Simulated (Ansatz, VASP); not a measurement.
# Ga2O in VASP and in Ansatz

Contents of INCAR:

```
PREC = Accurate
ENCUT = 520
EDIFF = 1E-6
ISMEAR = 0
SIGMA = 0.1
LREAL = False
LASPH = True
NELM = 100
ALGO = Normal
ISIF = 2
LWAVE = False
LCHARG = False
GGA = PE
NBANDS = 23
```

File KPOINTS:

```
regular mesh
0
Gamma
  6 6 6
```

Contents of POSCAR:

```
Ga2O
1.0
    3.7526843800      0.0000000000      0.0000000000
   -1.8763421900      3.2499200000      0.0000000000
    0.0000000000      0.0000000000      3.7370520900
Ga O
2 1
Direct
    0.6666666700      0.3333333300      0.5000000000
    0.3333333300      0.6666666700      0.5000000000
    0.0000000000      0.0000000000      0.0000000000
```

Input for Ansatz:

```yaml
crystal:
  lattice:
    - [3.75268438, 0.0, 0.0]
    - [-1.87634219, 3.24992, 0.0]
    - [0.0, 0.0, 3.73705209]
  atoms:
    - { symbol: Ga, position: [0.66666667, 0.33333333, 0.5] }
    - { symbol: Ga, position: [0.33333333, 0.66666667, 0.5] }
    - { symbol: O, position: [0.0, 0.0, 0.0] }
basis:
  ecutwfc: 420
kpoints:
  mp_grid: { grid: [6, 6, 6] }
hamiltonian:
  xc: pbe
scf:
  occupations: { method: gaussian, width: 0.1 }
  lower_state_search: "off"
output:
  forces: true
  stress: true
  eigenvalues: true
```

Change from the starting cell: species swapped into the GdGa2 type (P6/mmm, No. 191).

Alike in both runs: task single point; functional PBE; k mesh 6 × 6 × 6; occupations gaussian, width 0.1 eV; no spin polarisation.

|  | VASP | Ansatz |
| --- | --- | --- |
| version | VASP 6.6.1 | Ansatz 0.2.0 |
| potentials or method | VASP PAW PBE potentials, release 64 (Ga_d, O), cutoff 520 eV | scalar-relativistic, plane waves, PAW |
| valence electrons in the cell | 32 | 32 |

|  | VASP | Ansatz | Ansatz less VASP |
| --- | --- | --- | --- |
| gap on the k mesh at the Fermi level (eV) | none | none | - |
| pressure (GPa) | 19.3 | 19.2 | -0.19 |
| traceless stress, the component that is largest in VASP (GPa) | -31.74 | -31.56 | +0.184 |

A gap of «none» marks a metal or a gap that the smearing closes. The functional is the same, so the differences come from potentials, cutoffs and numerics.
